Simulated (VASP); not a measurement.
**NbP: relaxation of cell and atoms with PBE**

NbP:

```
Nb P
1.0
     0.00000    3.32687    0.00000
     3.32687    0.00000    0.00000
     1.66343    1.66343   -5.69319
Nb P
2 2
Direct
  0.00000 0.00000 0.00000
  0.75000 0.25000 0.50000
  0.50000 0.50000 0.00000
  0.25000 0.75000 0.50000
```

```yaml
Program: VASP 6.6.1
Task: relaxation of cell and atoms
Functional: PBE
Potentials_or_basis: VASP PAW PBE potentials, release 64 (Nb_sv, P)
Cutoff: 600 eV
k_mesh: 6 × 6 × 6, shifted
Occupations: fermi-dirac, width 0.1 eV
Spin: no spin polarisation
Dipole_correction: no
Further_INCAR_settings: ALGO = Normal; EDIFF = 1e-06; ISYM = 0; IBRION = 2; EDIFFG = -0.01; NSW = 60; ISIF = 3
```

The relaxed volume is 15.99 Å³/atom. The relaxed cell is a = 3.519 Å, b = 3.519 Å, c = 5.735 Å, α = 72.14°, β = 72.14°, γ = 90.00° and the space group after relaxing (to 0.1 Å) is I4_1/amd (No. 141). The energy gained by relaxing is 224.5 meV/atom. The ionic steps are 10 and the pressure after relaxing is 0.0 GPa. The band gap on the k mesh is zero (bands 18 and 19 overlap by 0.38 eV).

The path:
| step | energy change (eV) | largest force (eV/Å) | pressure (GPa) | volume (Å³) |
| --- | --- | --- | --- | --- |
| 1 | 0.0000 | 0.0000 | 18.78 | 63.01 |
| 2 | 0.7972 | 0.0000 | -24.45 | 80.33 |
| 3 | -0.6955 | 0.0000 | -6.53 | 69.33 |
| 4 | -0.6999 | 0.0000 | -5.25 | 68.88 |
| 5 | -0.7000 | 0.0000 | -4.90 | 68.77 |
| 6 | -0.8779 | 0.0000 | -1.42 | 65.23 |
| 7 | -0.8967 | 0.0000 | 0.46 | 63.94 |
| 8 | -0.8969 | 0.0000 | 0.74 | 63.76 |
| 9 | -0.8964 | 0.0000 | -1.00 | 64.24 |
| 10 | -0.8978 | 0.0000 | -0.01 | 63.97 |

Final structure:
```
Nb P
1.0
     0.00000    3.51858    0.00000
     3.51858    0.00000    0.00000
     1.75929    1.75929   -5.16721
Nb P
2 2
Direct
  0.00000 0.00000 0.00000
  0.75000 0.25000 0.50000
  0.50000 0.50000 0.00000
  0.25000 0.75000 0.50000
```

Levels at points of the mesh, in eV from the Fermi level:
| k point | band 16 | band 17 | band 18 | band 19 | band 20 | band 21 |
| --- | --- | --- | --- | --- | --- | --- |
| (0.08, 0.08, 0.08) | -1.14 | -0.87 | -0.55 | -0.16 | 0.73 | 1.18 |

It took 70 min on 1 thread of AMD EPYC 7R43 64-Core Processor (Zen 3), with other jobs on the host, peak memory 0.42 GiB.

PBE usually gives volumes a little too large and moduli too small. Zero-point motion and thermal expansion aren't in these numbers.
